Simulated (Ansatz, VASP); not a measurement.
## NaRuS3 in VASP and in Ansatz

```
Na Ru S
1.0
     4.29431    0.00000    0.00000
     0.00000    4.29431    0.00000
     0.00000    0.00000    6.08164
Na Ru S
1 1 3
Direct
  0.00000 0.00000 0.04847
  0.50000 0.50000 0.57781
  0.50000 0.50000 0.93860
  0.00000 0.50000 0.44756
  0.50000 0.00000 0.44756
```

Alike in both runs: functional PBE; k mesh 8 × 8 × 8; occupations gaussian, width 0.1 eV; no spin polarisation.

Ansatz relaxed the structure, and its values are those at the end. VASP's run is a single point on that final structure, the one shown.

|  | VASP | Ansatz |
| --- | --- | --- |
| version | VASP 6.6.1 | Ansatz 0.2.0 |
| potentials or method | VASP PAW PBE potentials, release 64 (Na_pv, Ru_pv, S), cutoff 520 eV | scalar-relativistic, plane waves, PAW |
| valence electrons in the cell | 39 | 43 |

```csv
,VASP,Ansatz,Ansatz less VASP
gap on the k mesh at the Fermi level (eV),none,none,-
pressure (GPa),-0.1,0.0,+0.13
rms of the force components (eV/Å),0.011,0.001,-0.0095
```

A gap of «none» marks a metal or a gap that the smearing closes. VASP's potentials hold 39 valence electrons a cell and Ansatz's 43, so a difference there can come from the potentials and not from the codes.
